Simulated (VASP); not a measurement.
A run of VASP 6.6.1 is set up as follows.

File INCAR:

```
PREC = Accurate
ENCUT = 520
EDIFF = 1E-6
ISMEAR = 0
SIGMA = 0.01
LREAL = False
LASPH = True
NELM = 100
ALGO = Normal
ISIF = 2
LWAVE = False
LCHARG = False
GGA = PE
NBANDS = 18
```

File KPOINTS:

```
Automatic mesh
0
Gamma
  6 6 6
```

File POSCAR:

```
HfO2
1.0
    0.0000000000      2.5291823180      2.5291823180
    2.5291823180      0.0000000000      2.5291823180
    2.5291823180      2.5291823180      0.0000000000
Hf O
1 2
Direct
    0.0000000000      0.0000000000      0.0000000000
    0.2500000000      0.2500000000      0.2500000000
    0.7500000000      0.7500000000      0.7500000000
```

Potentials or basis: VASP PAW PBE potentials, release 64 (Hf_pv, O).

Command:

```sh
$ cat potpaw_PBE.64/Hf_pv/POTCAR potpaw_PBE.64/O/POTCAR > POTCAR
$ mpirun -np 1 vasp_std > vasp.out
```

Q: Predict the band gap on the k mesh.

A: 3.82 eV, direct.

Q: What does it give for the pressure?

A: 2.1 GPa.

Caveat: spin-orbit coupling is left out, which moves the levels of the heavy elements. A k mesh can miss the band edges.
